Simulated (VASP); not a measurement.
# Lu (P6_3/mmc) in VASP: notebook, part 4 of 4

VASP 6.6.1.

## Step 7: Electric field gradients, PBE (27.90 Å³/atom)

INCAR

```
SYSTEM = Lu
  ALGO = Normal
  EDIFF = 1E-8
  ENCUT = 520
  GGA = PE
  ISIF = 2
  ISMEAR = -1
  LASPH = .True.
  LCHARG = .False.
  LEFG = .True.
  LREAL = .False.
  LWAVE = .False.
  NBANDS = 32
  NELM = 80
  PREC = Accurate
  SIGMA = 0.05
```

KPOINTS

```
k-points
0
Gamma
  12 12 6
  0 0 0
```

POSCAR

```
Lu
1.0
    3.4571247502      0.0000000000      0.0000000000
   -1.7285623751      2.9939578577      0.0000000000
    0.0000000000      0.0000000000      5.3909921086
Lu
2
Direct
    0.3333333333      0.6666666667      0.2500000000
    0.6666666667      0.3333333333      0.7500000000
```

Potentials or basis: VASP PAW PBE potentials, release 64 (Lu).

The run is started by

```sh
> cat potpaw_PBE.64/Lu/POTCAR > POTCAR
> mpirun -np 1 vasp_std > vasp.out
```

OUTCAR:

```text
SYSTEM = Lu
   EDIFF = 1E-8
   ENCUT = 520
   GGA = PE
   ISIF = 2
   ISMEAR = -1
   LASPH = .True.
   LREAL = .False.
   NELM = 80
   PREC = Accurate

 ion  position               nearest neighbor table
   1  0.333  0.667  0.250-   2 3.35   2 3.35   2 3.35   2 3.35   2 3.35   2 3.35
   2  0.667  0.333  0.750-   1 3.35   1 3.35   1 3.35   1 3.35   1 3.35   1 3.35

  LATTYP: Found a hexagonal cell.
 ALAT       =     3.4571247502
 C/A-ratio  =     1.5593860500

  Lattice vectors:

 A1 = (   3.4571247502,   0.0000000000,   0.0000000000)
 A2 = (  -1.7285623751,   2.9939578577,   0.0000000000)
 A3 = (   0.0000000000,   0.0000000000,   5.3909921086)

Analysis of symmetry for initial positions (statically):
=====================================================================
 Subroutine PRICEL returns:
 Original cell was already a primitive cell.

 Routine SETGRP: Setting up the symmetry group for a
 hexagonal supercell.

 Subroutine GETGRP returns: Found 24 space group operations
 (whereof 12 operations were pure point group operations)
 out of a pool of 24 trial point group operations.

The static configuration has the point symmetry D_3d.
 The point group associated with its full space group is D_6h.

Analysis of symmetry for dynamics (positions and initial velocities):
=====================================================================
 Subroutine PRICEL returns:
 Original cell was already a primitive cell.

 Routine SETGRP: Setting up the symmetry group for a
 hexagonal supercell.

 Subroutine GETGRP returns: Found 24 space group operations
 (whereof 12 operations were pure point group operations)
 out of a pool of 24 trial point group operations.

The dynamic configuration has the point symmetry D_3d.
 The point group associated with its full space group is D_6h.

 Subroutine INISYM returns: Found 24 space group operations
 (whereof 12 operations are pure point group operations),
 and found     1 'primitive' translations

----------------------------------------------------------------------------------------

                                     Primitive cell

  volume of cell :      55.7994

  direct lattice vectors                    reciprocal lattice vectors
     3.457124750  0.000000000  0.000000000     0.289257713  0.167003019  0.000000000
    -1.728562375  2.993957858  0.000000000     0.000000000  0.334006037  0.000000000
     0.000000000  0.000000000  5.390992109     0.000000000  0.000000000  0.185494614

  length of vectors
     3.457124750  3.457124750  5.390992109     0.334006037  0.334006037  0.185494614

  position of ions in fractional coordinates (direct lattice)
     0.333333333  0.666666667  0.250000000
     0.666666667  0.333333333  0.750000000

  ion indices of the primitive-cell ions
   primitive index   ion index
                 1           1
                 2           2

----------------------------------------------------------------------------------------

 KPOINTS: k-points

[... 72 lines left out ...]
   NFREE  =      0    steps in history (QN), initial steepest desc. (CG)
   ISIF   =      2    stress and relaxation
   ISYM   =      2    0-nonsym 1-usesym 2-fastsym
   POTIM  = 0.5000    time-step for ionic-motion
   TEBEG  =    0.0;   TEEND  =   0.0 temperature during run
   PSTRESS=    0.0 pullay stress
   NELECT =      50.0000    total number of electrons
   NUPDOWN=      -1.0000    fix difference up-down
   EMIN   =  10.00;   EMAX   =-10.00  energy-range for DOS
   EFERMI =   0.00;   METHOD = LEGACY
   ISMEAR =    -1;   SIGMA  =   0.05  broadening in eV -4-tet -1-fermi 0-gaus
   EFERMI_NEDOS =   21; number of points for ismear=-14 and -15
   IALGO  =     38    algorithm
   IMIX   =      4    mixing-type and parameters
     AMIX     =   0.40;   BMIX     =  1.00
     AMIX_MAG =   1.60;   BMIX_MAG =  1.00
  volume/ion in A,a.u.               =      27.90       188.28
  Fermi-wavevector in a.u.,A,eV,Ry     =   1.578296  2.982546 33.892345  2.491017
  Thomas-Fermi vector in A             =   2.678848
   LORBIT       =      0    0 simple, 1 ext, 2 COOP (PROOUT), +10 PAW based schemes
   GGA     = PE    functional components
   LHFCALC =     F    Hartree Fock is set to
   AEXX    =    0.0000 exact exchange contribution
   IVDW    =     0    specifies the selected vdW correction
   LEPSILON=     F    determine dielectric tensor
   LRPA    =     F    only Hartree local field effects (RPA)
 non-spin polarized calculation
  energy-cutoff  :      520.00
  volume of cell :       55.80
 maximum number of plane-waves:      1524
 NGX is ok and might be reduce to    28
   NGX = 13   NGY = 13   NGZ = 21

 number of electron      50.0000030 magnetization

 Free energy of the ion-electron system (eV)
  ---------------------------------------------------
  ext. energy  EPLUGINS =         0.00000000
  ---------------------------------------------------
  free energy    TOTEN  =        -9.03807756 eV

  energy without entropy =       -9.01285620  energy(sigma->0) =       -9.02546688

 E-fermi :   2.3872     XC(G=0): -10.8703

 val. band max:        2.3584427249   @ k =   0.3333   0.2500   0.3333
 cond. band min:       2.3969916712   @ k =   0.3333   0.0833   0.1667
 fundamental gap:      0.0385489463
 Fermi energy:         2.3872176295

 k-point     1 :       0.0000    0.0000    0.0000
  band No.  band energies     occupation
      1     -53.7038      2.00000
      2     -53.6598      2.00000
      3     -24.7050      2.00000
      4     -24.2083      2.00000
      5     -24.2083      2.00000
      6     -24.1103      2.00000
[... 829 lines left out ...]
     31       7.2603      0.00000
     32       7.5468      0.00000

 [... further k-points ...]

------------------------ aborting loop because EDIFF is reached ----------------------------------------

  FORCE on cell =-STRESS in cart. coord.  units (eV):
  Direction    XX          YY          ZZ          XY          YZ          ZX
  --------------------------------------------------------------------------------------
  -------------------------------------------------------------------------------------
  Total        0.7943113      0.7943113      0.7494601      0.0000000      0.0000000      0.0000000
  in kB       22.8071946     22.8071946     21.5193759      0.0000000      0.0000000      0.0000000
  external PRESSURE =      22.3779217 kB  Pullay stress =       0.0000000 kB

 VOLUME and BASIS-vectors are now :
 -----------------------------------------------------------------------------
  energy-cutoff  :      520.00
  volume of cell :       55.80
      direct lattice vectors                 reciprocal lattice vectors
     3.457124750  0.000000000  0.000000000     0.289257713  0.167003019  0.000000000
    -1.728562375  2.993957858  0.000000000     0.000000000  0.334006037  0.000000000
     0.000000000  0.000000000  5.390992109     0.000000000  0.000000000  0.185494614

 POSITION                                       TOTAL-FORCE (eV/Angst)
 -----------------------------------------------------------------------------------
     -0.00000      1.99597      1.34775        -0.000000      0.000000      0.000000
      1.72856      0.99799      4.04324         0.000000     -0.000000      0.000000
 -----------------------------------------------------------------------------------
    total drift:                                0.000000     -0.000000      0.000000

  FREE ENERGIE OF THE ION-ELECTRON SYSTEM (eV)
  ---------------------------------------------------
  free  energy   TOTEN  =        -9.0380775594 eV

  energy  without entropy=       -9.0128562036  energy(sigma->0) =       -9.02546688

 Electric field gradients (V/A^2)
---------------------------------------------------------------------
 ion       V_xx      V_yy      V_zz      V_xy      V_xz      V_yz
---------------------------------------------------------------------
   1     -41.783   -41.786    83.569    -0.002    -0.000     0.000
   2     -41.783   -41.786    83.569    -0.002     0.000    -0.000
---------------------------------------------------------------------

 Electric field gradients after diagonalization (V/A^2)
 (convention: |V_zz| > |V_xx| > |V_yy|)
----------------------------------------------------------------------
 ion       V_xx      V_yy      V_zz     asymmetry (V_yy - V_xx)/ V_zz
----------------------------------------------------------------------
   1     -41.787   -41.782    83.569       0.000
   2     -41.787   -41.782    83.569       0.000
----------------------------------------------------------------------

           NMR quadrupolar parameters

 Cq : quadrupolar parameter    Cq=e*Q*V_zz/h
 eta: asymmetry parameters     (V_yy - V_xx)/ V_zz
 Q  : nuclear electric quadrupole moment in mb (millibarn)
----------------------------------------------------------------------
 ion       Cq(MHz)       eta       Q (mb)
----------------------------------------------------------------------
   1       0.202       0.000       1.000
   2       0.202       0.000       1.000
----------------------------------------------------------------------
```

OSZICAR:

```text
N       E                     dE             d eps       ncg     rms          rms(c)
DAV:   1     0.238975754372E+03    0.23898E+03   -0.19246E+04  6960   0.510E+03
DAV:   2     0.197740771555E+02   -0.21920E+03   -0.21088E+03  5296   0.553E+02
DAV:   3    -0.687342937816E+01   -0.26648E+02   -0.26173E+02  7072   0.116E+02
DAV:   4    -0.915291001505E+01   -0.22795E+01   -0.22689E+01  7400   0.237E+01
DAV:   5    -0.922057304853E+01   -0.67663E-01   -0.67644E-01  7568   0.414E+00    0.489E+00
DAV:   6    -0.907391349931E+01    0.14666E+00   -0.45375E-01  7728   0.897E+00    0.226E+00
DAV:   7    -0.904072852348E+01    0.33185E-01   -0.94707E-02  7112   0.188E+00    0.454E-01
DAV:   8    -0.903781622031E+01    0.29123E-02   -0.12684E-02  8000   0.896E-01    0.146E-01
DAV:   9    -0.903808371317E+01   -0.26749E-03   -0.15421E-03  6376   0.265E-01    0.943E-02
DAV:  10    -0.903807807098E+01    0.56422E-05   -0.25017E-04  7544   0.139E-01    0.809E-03
DAV:  11    -0.903807840889E+01   -0.33791E-06   -0.12227E-05  6840   0.245E-02    0.884E-03
DAV:  12    -0.903807776502E+01    0.64387E-06   -0.15371E-06  6808   0.107E-02    0.718E-04
DAV:  13    -0.903807760241E+01    0.16261E-06   -0.37146E-08  5656   0.165E-03    0.247E-04
DAV:  14    -0.903807755042E+01    0.51992E-07   -0.13275E-08  4480   0.696E-04    0.661E-05
DAV:  15    -0.903807755935E+01   -0.89349E-08   -0.17852E-09  3464   0.319E-04
   1 F= -.90380776E+01 E0= -.90254669E+01  d E =-.252214E-01
```

stdout:

```text
POSCAR found type information on POSCAR Lu
 POSCAR found :  1 types and       2 ions
 scaLAPACK will be used
 LDA part: xc-table for (Slater+PW92), standard interpolation
 POSCAR, INCAR and KPOINTS ok, starting setup
 FFT: planning ... GRIDC
 FFT: planning ... GRID_SOFT
 FFT: planning ... GRID
 WAVECAR not read
 entering main loop
ion   1

ion   2
```

It took 3.5 min on 1 thread of Intel Xeon 8259CL, shared host; peak memory 0.26 GiB.

Results:

- Free energy: -9.0381 eV
- Pressure: 2.2 GPa
- Band gap on the k mesh: zero (bands 25 and 26 overlap by 1.89 eV)
- Largest electric field gradient by atom: Lu +83.6 V/Å²

Stress tensor (GPa, compression positive):
```
2.28 0.00 0.00
0.00 2.28 0.00
0.00 0.00 2.15
```

Levels at points of the mesh, in eV from the Fermi level:
```tsv
k point	band 22	band 23	band 24	band 25	band 26	band 27	band 28	band 29
(0.00, 0.00, 0.00)	-4.77	-4.77	-2.46	0.82	2.23	2.23	2.70	3.01
(0.50, 0.00, 0.00)	-4.78	-2.37	-1.45	-0.90	-0.32	1.70	1.88	2.51
(0.00, 0.00, 0.50)	-4.77	-4.39	-4.39	1.25	1.25	2.13	2.13	2.13
(0.50, 0.00, 0.50)	-4.80	-2.16	-2.16	0.12	0.12	1.47	1.47	3.46
```

Electric field gradients, principal values (V/Å²):
```tsv
atom	least	middle	greatest (by size)
1 Lu	-41.782	-41.787	83.569
2 Lu	-41.782	-41.787	83.569
```

Caveat: without QUAD_EFG the Cq values of the log hold for a quadrupole moment of 1 mb, not for the nuclei; spin-orbit coupling is left out, which moves the levels of the heavy elements.

## Step 8: Summary

| cell | gap on the mesh (eV) | pressure (GPa) |
| --- | --- | --- |
| a = 3.457, b = 3.457, c = 5.391 Å, angles 90.0, 90.0, 120.0°, 2 atoms | none | 2.2 |
| a = 3.481, b = 3.481, c = 5.428 Å, angles 90.0, 90.0, 120.0°, 2 atoms | none | 1.2 |
| a = 3.504, b = 3.504, c = 5.465 Å, angles 90.0, 90.0, 120.0°, 2 atoms | none | 0.2 |
| a = 3.528, b = 3.528, c = 5.501 Å, angles 90.0, 90.0, 120.0°, 2 atoms | none | -0.7 |
| a = 3.551, b = 3.551, c = 5.537 Å, angles 90.0, 90.0, 120.0°, 2 atoms | none | -1.6 |

Alike in all rows: task electric field gradients; level PBE; potentials or basis VASP PAW PBE potentials, release 64 (Lu); no spin polarisation; k mesh 12 × 12 × 6; cutoff (eV) 520; smearing fermi-dirac 0.05 eV.

Caveats: spin-orbit coupling is left out, which moves the levels of the heavy elements.

Absolute energies hang on the potentials; compare differences alone.
